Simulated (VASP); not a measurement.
# Li in VASP: settings compared

Aim: see how the results for Li move with the level of theory and the settings. Levels: PBE, r2SCAN. Tasks: single point, relaxation of cell and atoms.

Program: VASP 6.6.1. These are calculated values, not measurements. Logs are shortened: lines on timing, memory, paths and dates and some standing lists are left out, and cuts for length are marked.

**1. The cell of the first run**

The typed cell holds 4 atoms: a = 3.136 Å, b = 4.978 Å, c = 5.201 Å, α = 89.92°, β = 89.96°, γ = 89.48°.

**2. Single point, PBE**

File INCAR:

```
  PREC = Accurate
  ENCUT = 520
  EDIFF = 1E-6
  ISMEAR = 0
  SIGMA = 0.2
  LREAL = False
  LASPH = True
  NELM = 100
  ALGO = Normal
  ISIF = 2
  LWAVE = False
  LCHARG = False
  GGA = PE
  NBANDS = 14
```

File KPOINTS:

```
Automatic mesh
0
Gamma
  8 4 4
```

File POSCAR:

```
Li
1.0
   -1.5670775052      2.7162806237      0.0135231200
   -0.0084969040      0.0220214811      4.9774666183
    4.5033176820      2.6024374331      0.0038356958
Li
4
Direct
    0.5011032236      0.2498272162      0.1718694464
    0.9997579202      0.2503510764      0.6715720088
    0.9997940613      0.7496895950      0.3281953097
    0.4993447949      0.7501321124      0.8283632351
```

Potentials or basis: VASP PAW PBE potentials, release 64 (Li_sv).

Command:

```console
cat potpaw_PBE.64/Li_sv/POTCAR > POTCAR
mpirun -np 1 vasp_std > vasp.out
```

OUTCAR:

```text
PREC = Accurate
   ENCUT = 520
   EDIFF = 1E-6
   ISMEAR = 0
   LREAL = False
   LASPH = True
   NELM = 100
   ISIF = 2
   GGA = PE

 ion  position               nearest neighbor table
   1  0.501  0.250  0.172-
   2  1.000  0.250  0.672-
   3  1.000  0.750  0.328-
   4  0.499  0.750  0.828-

  LATTYP: Found a triclinic cell.
 ALAT       =     4.9775225845
 B/A-ratio  =     0.6300194614
 C/A-ratio  =     1.0449391214
 COS(alpha) =     0.0007329200
 COS(beta)  =     0.0014731015
 COS(gamma) =     0.0089974357

  Lattice vectors:

 A1 = (   0.0084969040,  -0.0220214811,  -4.9774666183)
 A2 = (   1.5670775052,  -2.7162806237,  -0.0135231200)
 A3 = (  -4.5033176820,  -2.6024374331,  -0.0038356958)

Analysis of symmetry for initial positions (statically):
=====================================================================
 Subroutine PRICEL returns:
 Original cell was already a primitive cell.

 Routine SETGRP: Setting up the symmetry group for a
 triclinic supercell.

 Subroutine GETGRP returns: Found  1 space group operations
 (whereof  1 operations were pure point group operations)
 out of a pool of  2 trial point group operations.

The static configuration has the point symmetry C_1 .

Analysis of symmetry for dynamics (positions and initial velocities):
=====================================================================
 Subroutine PRICEL returns:
 Original cell was already a primitive cell.

 Routine SETGRP: Setting up the symmetry group for a
 triclinic supercell.

 Subroutine GETGRP returns: Found  1 space group operations
 (whereof  1 operations were pure point group operations)
 out of a pool of  2 trial point group operations.

The dynamic configuration has the point symmetry C_1 .

 Subroutine INISYM returns: Found  1 space group operations
 (whereof  1 operations are pure point group operations),
 and found     1 'primitive' translations

----------------------------------------------------------------------------------------

                                     Primitive cell

  volume of cell :      81.1833

  direct lattice vectors                    reciprocal lattice vectors
    -1.567077505  2.716280624  0.013523120    -0.159558268  0.276105504 -0.001493933
    -0.008496904  0.022021481  4.977466618     0.000305164 -0.000824181  0.200909583
     4.503317682  2.602437433  0.003835696     0.166535535  0.096078436 -0.000140785

  length of vectors
     3.135936098  4.977522585  5.201208076     0.318897040  0.200911505  0.192263284

  position of ions in fractional coordinates (direct lattice)
     0.501103224  0.249827216  0.171869446
     0.999757920  0.250351076  0.671572009
     0.999794061  0.749689595  0.328195310
     0.499344795  0.750132112  0.828363235

  ion indices of the primitive-cell ions
   primitive index   ion index
                 1           1
                 2           2
                 3           3
                 4           4

----------------------------------------------------------------------------------------

 KPOINTS: Automatic mesh

Automatic generation of k-mesh.
 Grid dimensions read from file:
 generate k-points for:    8    4    4

 Generating k-lattice:

  Cartesian coordinates                     Fractional coordinates (reciprocal lattice)
    -0.019944783  0.034513188 -0.000186742     0.125000000  0.000000000  0.000000000
     0.000076291 -0.000206045  0.050227396     0.000000000  0.250000000  0.000000000
     0.041633884  0.024019609 -0.000035196     0.000000000  0.000000000  0.250000000

  Length of vectors
     0.039862130  0.050227876  0.048065821

  Shift w.r.t. Gamma in fractional coordinates (k-lattice)
     0.000000000  0.000000000  0.000000000

 Subroutine IBZKPT returns following result:
 ===========================================

 Found     68 irreducible k-points:

 Following reciprocal coordinates:
            Coordinates               Weight
  0.000000  0.000000  0.000000      1.000000
  0.125000  0.000000 -0.000000      2.000000
  0.250000  0.000000 -0.000000      2.000000
  0.375000  0.000000  0.000000      2.000000
  0.500000  0.000000 -0.000000      1.000000
  0.000000  0.250000  0.000000      2.000000
[... 16 lines left out ...]
  0.500000  0.000000  0.250000      2.000000
 -0.375000 -0.000000  0.250000      2.000000
 [... further k-points ...]
   k-points           NKPTS =     68   k-points in BZ     NKDIM =     68   number of bands    NBANDS=     14
   number of dos      NEDOS =    301   number of ions     NIONS =      4
   total plane-waves  NPLWV =  38400
   dimension x,y,z NGX =    24 NGY =   40 NGZ =   40
   dimension x,y,z NGXF=    48 NGYF=   80 NGZF=   80
   ions per type =               4
   NGX,Y,Z   is equivalent  to a cutoff of  12.72, 13.36, 12.79 a.u.
   NGXF,Y,Z  is equivalent  to a cutoff of  25.45, 26.72, 25.57 a.u.
 SYSTEM =  unknown system
   PREC   = accura    normal or accurate (medium, high low for compatibility)
   ISTART =      0    job   : 0-new  1-cont  2-samecut
   ICHARG =      2    charge: 1-file 2-atom 10-const
   ISPIN  =      1    spin polarized calculation?
   LNONCOLLINEAR =      F non collinear calculations
   LSORBIT =      F    spin-orbit coupling
   LASPH  =      T    aspherical Exc in radial PAW
   ENCUT  =  520.0 eV  38.22 Ry    6.18 a.u.   5.83  9.25  9.67*2*pi/ulx,y,z
   NELM   =    100;   NELMIN=  2; NELMDL= -5     # of ELM steps
   EDIFF  = 0.1E-05   stopping-criterion for ELM
   LREAL  =      F    real-space projection
   EDIFFG = 0.1E-04   stopping-criterion for IOM
   NSW    =      0    number of steps for IOM
   IBRION =     -1    ionic relax: 0-MD 1-quasi-New 2-CG
   NFREE  =      0    steps in history (QN), initial steepest desc. (CG)
   ISIF   =      2    stress and relaxation
   ISYM   =      2    0-nonsym 1-usesym 2-fastsym
   POTIM  = 0.5000    time-step for ionic-motion
   TEBEG  =    0.0;   TEEND  =   0.0 temperature during run
   PSTRESS=    0.0 pullay stress
   NELECT =      12.0000    total number of electrons
   NUPDOWN=      -1.0000    fix difference up-down
   EMIN   =  10.00;   EMAX   =-10.00  energy-range for DOS
   EFERMI =   0.00;   METHOD = LEGACY
   ISMEAR =     0;   SIGMA  =   0.20  broadening in eV -4-tet -1-fermi 0-gaus
   EFERMI_NEDOS =   21; number of points for ismear=-14 and -15
   IALGO  =     38    algorithm
   IMIX   =      4    mixing-type and parameters
     AMIX     =   0.40;   BMIX     =  1.00
     AMIX_MAG =   1.60;   BMIX_MAG =  1.00
  volume/ion in A,a.u.               =      20.30       136.96
  Fermi-wavevector in a.u.,A,eV,Ry     =   0.865592  1.635731 10.194151  0.749249
  Thomas-Fermi vector in A             =   1.983857
   LORBIT       =      0    0 simple, 1 ext, 2 COOP (PROOUT), +10 PAW based schemes
   GGA     = PE    functional components
   LHFCALC =     F    Hartree Fock is set to
   AEXX    =    0.0000 exact exchange contribution
   IVDW    =     0    specifies the selected vdW correction
   LEPSILON=     F    determine dielectric tensor
   LRPA    =     F    only Hartree local field effects (RPA)
 non-spin polarized calculation
 Gauss-broadening in eV      SIGMA  =   0.20
  energy-cutoff  :      520.00
  volume of cell :       81.18
 maximum number of plane-waves:      2208
   NGX = 11   NGY = 19   NGZ = 19

 number of electron      11.9999990 magnetization

 Free energy of the ion-electron system (eV)
  ---------------------------------------------------
  ext. energy  EPLUGINS =         0.00000000
  ---------------------------------------------------
  free energy    TOTEN  =        -7.65180676 eV

  energy without entropy =       -7.61313589  energy(sigma->0) =       -7.63247132

 E-fermi :   0.6188     XC(G=0):  -7.0411

 val. band max:        0.5952556427   @ k =   0.2500   0.2500   0.2500
 cond. band min:       0.6401878496   @ k =   0.0000   0.0000   0.0000
 fundamental gap:      0.0449322069
 Fermi energy:         0.6187618968

 k-point     1 :       0.0000    0.0000    0.0000
  band No.  band energies     occupation
      1     -45.9098      2.00000
      2     -45.8915      2.00000
      3     -45.8908      2.00000
      4     -45.8845      2.00000
      5      -2.9374      2.00000
      6       0.6402      0.87958
      7       0.6433      0.86239
      8       1.9322      0.00000
      9       3.5941      0.00000
     10       5.5043      0.00000
     11       6.7416      0.00000
     12       6.9189      0.00000
     13       8.3898      0.00000
     14       8.5949      0.00000

 k-point     2 :       0.1250    0.0000   -0.0000
  band No.  band energies     occupation
      1     -45.9083      2.00000
      2     -45.8909      2.00000
      3     -45.8902      2.00000
      4     -45.8848      2.00000
      5      -2.7599      2.00000
      6       0.8637      0.08327
      7       0.8772      0.06760
      8       2.1003      0.00000
      9       3.6538      0.00000
     10       5.7355      0.00000
     11       6.0321      0.00000
     12       6.9101      0.00000
     13       6.9562      0.00000
     14      10.3457      0.00000

 k-point     3 :       0.2500    0.0000   -0.0000
  band No.  band energies     occupation
      1     -45.9039      2.00000
      2     -45.8893      2.00000
      3     -45.8887      2.00000
      4     -45.8859      2.00000
      5      -2.2256      2.00000
      6       1.5099      0.00000
      7       1.5782      0.00000
      8       2.5750      0.00000
      9       3.7210      0.00000
     10       3.8042      0.00000
     11       6.4280      0.00000
     12       6.9192      0.00000
     13       7.3601      0.00000
     14       8.7156      0.00000
[... 324 lines left out ...]
 k-point    23 :       0.5000    0.0000    0.2500
  band No.  band energies     occupation
      1     -45.8927      2.00000
      2     -45.8925      2.00000
      3     -45.8869      2.00000
      4     -45.8867      2.00000
      5       0.1247      1.99952
      6       0.1270      1.99949
      7       2.3454      0.00000
      8       2.3567      0.00000
      9       4.6442      0.00000
     10       4.6494      0.00000
     11       6.1620      0.00000
     12       6.1714      0.00000
     13       7.2734      0.00000
     14       7.2776      0.00000

 k-point    24 :      -0.3750   -0.0000    0.2500
  band No.  band energies     occupation
      1     -45.8970      2.00000
      2     -45.8907      2.00000
      3     -45.8873      2.00000
      4     -45.8865      2.00000
      5      -1.0815      2.00000
      6       0.8555      0.09416
      7       2.0704      0.00000
      8       3.0729      0.00000
      9       3.3732      0.00000
     10       5.3111      0.00000
     11       5.5826      0.00000
     12       6.4808      0.00000
     13       6.9302      0.00000
     14       7.0517      0.00000

 [... further k-points ...]

------------------------ aborting loop because EDIFF is reached ----------------------------------------

  FORCE on cell =-STRESS in cart. coord.  units (eV):
  Direction    XX          YY          ZZ          XY          YZ          ZX
  --------------------------------------------------------------------------------------
  -------------------------------------------------------------------------------------
  Total       -0.0474202     -0.0421566     -0.0325227     -0.0068626     -0.0257124      0.0179615
  in kB       -0.9358521     -0.8319747     -0.6418466     -0.1354353     -0.5074429      0.3544761
  external PRESSURE =      -0.8032245 kB  Pullay stress =       0.0000000 kB

 VOLUME and BASIS-vectors are now :
 -----------------------------------------------------------------------------
  energy-cutoff  :      520.00
  volume of cell :       81.18
      direct lattice vectors                 reciprocal lattice vectors
    -1.567077505  2.716280624  0.013523120    -0.159558268  0.276105504 -0.001493933
    -0.008496904  0.022021481  4.977466618     0.000305164 -0.000824181  0.200909583
     4.503317682  2.602437433  0.003835696     0.166535535  0.096078436 -0.000140785

 POSITION                                       TOTAL-FORCE (eV/Angst)
 -----------------------------------------------------------------------------------
     -0.01341      1.81392      1.25094         0.000946     -0.001829     -0.000111
      1.45548      4.46886      1.26221         0.002609      0.003380     -0.002424
     -0.09516      3.58634      3.74633        -0.001025      0.000391      0.001914
      2.94150      3.52864      3.74369        -0.002531     -0.001942      0.000620
 -----------------------------------------------------------------------------------
    total drift:                               -0.000014     -0.000072      0.000038

  FREE ENERGIE OF THE ION-ELECTRON SYSTEM (eV)
  ---------------------------------------------------
  free  energy   TOTEN  =        -7.6518067597 eV

  energy  without entropy=       -7.6131358872  energy(sigma->0) =       -7.63247132
```

Run time: 44 s. Hardware: 1 thread of AMD EPYC 7R13 (Zen 3), shared host; peak memory 0.17 GiB.

Results:

| Quantity | Value |
| --- | --- |
| Free energy | -7.6518 eV |
| Largest force | 0.005 eV/Å |
| Band gap on the k mesh | zero (band 6 reaches 1.51 eV, above the bottom of band 7 at -0.76 eV) |

Forces in eV/Å, atoms in the order of the input:
```
Li   0.001 -0.002  0.000
Li   0.003  0.003 -0.002
Li  -0.001  0.000  0.002
Li  -0.003 -0.002  0.001
```

Caveat: the cutoff is under 1.25 times the usual one of these potentials, so pressure, stress and relaxed cells hold a basis-set (Pulay) error.

[end of part 1 of 3]
